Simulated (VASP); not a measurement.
Here is a VASP 6.6.1 calculation.

The input INCAR:

```
SYSTEM = C6N
PREC     = Accurate       ! precision mode
ENCUT    = 520            ! plane-wave cutoff, eV
EDIFF    = 1E-6           ! SCF threshold, eV
ISMEAR   = 0              ! smearing method
SIGMA    = 0.1            ! smearing width, eV
LREAL    = .False.        ! projectors in reciprocal space
LASPH    = .True.         ! aspherical terms in the spheres
NELM     = 60             ! most SCF steps
ALGO     = Normal         ! electronic algorithm
ISIF     = 2              ! what is computed and relaxed
LWAVE    = .False.        ! write WAVECAR
LCHARG   = .False.        ! write CHGCAR
LDIPOL   = .True.       
IDIPOL   = 3            
DIPOL    = 0.5 0.5 0.488
GGA      = PE             ! functional
IVDW     = 12             ! dispersion correction
IBRION   = 2              ! ionic algorithm
NSW      = 90             ! ionic steps
EDIFFG   = -0.03          ! ionic threshold
```

KPOINTS

```
regular mesh
0
Gamma
  12 12 1
  0 0 0
```

File POSCAR:

```
C6N
1.0
    2.4649796689      0.0000000000      0.0000000000
   -1.2324898345      2.1347350131      0.0000000000
    0.0000000000      0.0000000000     25.7384333923
C N
6 1
Selective dynamics
Direct
    0.0000000000      0.0000000000      0.3302454390  F F F
    0.3333333333      0.6666666667      0.3302454299  F F F
    0.0000000000      0.0000000000      0.4611476011  T T T
    0.6666666667      0.3333333333      0.4611475919  T T T
    0.0000000000      0.0000000000      0.5920497631  T T T
    0.3333333333      0.6666666667      0.5920497540  T T T
    0.0000000000      0.0000000000      0.6495513203  T T T
```

Potentials or basis: VASP PAW PBE potentials, release 64 (C, N).

Run with:

```sh
$ cat potpaw_PBE.64/C/POTCAR potpaw_PBE.64/N/POTCAR > POTCAR
$ mpirun -np 1 vasp_std > vasp.out
```

(1) Estimate the energy gained by relaxing.

(2) What does it give for the band gap on the k mesh?

Results:

(1) 72.2 meV/atom.

(2) zero (an odd number of electrons rules out a gap without spin polarisation).
